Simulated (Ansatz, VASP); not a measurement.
# Two plane-wave programs on Pb

```
Pb
1.0
    -2.01849    2.01849    2.01849
     2.01849   -2.01849    2.01849
     2.01849    2.01849   -2.01849
Pb
1
Cartesian
  0.0000 0.0000 0.0000
```

Alike in both runs: task single point; functional PBE0; k mesh 6 × 6 × 6; occupations fermi-dirac, width 0.05 eV; no spin polarisation.

```csv
,VASP,Ansatz
version,VASP 6.6.1,Ansatz 0.2.0
potentials or method,"VASP PAW PBE potentials, release 64 (Pb_d)",Ansatz PAW
plane-wave cutoff (eV),520,420
valence electrons in the cell,14,14
```

```csv
,VASP,Ansatz,Ansatz less VASP
gap on the k mesh at the Fermi level (eV),none,none,-
pressure (GPa),-2.8,-2.7,+0.10
```

A gap of «none» marks a metal or a gap that the smearing closes.

The k mesh is coarse, so the values compare programs but aren't converged. Spin-orbit coupling is off throughout.
